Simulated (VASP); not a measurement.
PtS2:

```
Pt S
1.0
     3.55264    0.00000    0.00000
    -1.77632    3.07668    0.00000
     0.00000    0.00000    5.12271
Pt S
1 2
Direct
  0.00000 0.00000 0.00000
  0.33333 0.66667 0.23926
  0.66667 0.33333 0.76074
```

Base run:

```yaml
Program: VASP 6.6.1
Functional: r2SCAN
Potentials_or_basis: VASP PAW PBE potentials, release 64 (Pt, S)
Cutoff: 520 eV
k_mesh: 6 × 6 × 4
Occupations: gaussian, width 0.01 eV
Spin: no spin polarisation
```

Its results: band gap on the k mesh 0.98 eV, indirect (least direct gap 1.59 eV); pressure 1.2 GPa; largest force 0.049 eV/Å.

Problem. The run is repeated on the same cell with these changes: functional from r2SCAN to PBE. What comes out?

Solution. Band gap on the k mesh 0.85 eV, indirect (least direct gap 1.42 eV); pressure 3.2 GPa; largest force 0.026 eV/Å.

r2SCAN gives the wider gap, since meta-GGAs in the generalised Kohn-Sham scheme recover part of the derivative discontinuity.

Caveats: spin-orbit coupling is left out, which moves the levels of the heavy elements; the PAW data sets were made with another functional, which shifts forces and pressure a little (some runs).

A k mesh can miss the band edges.
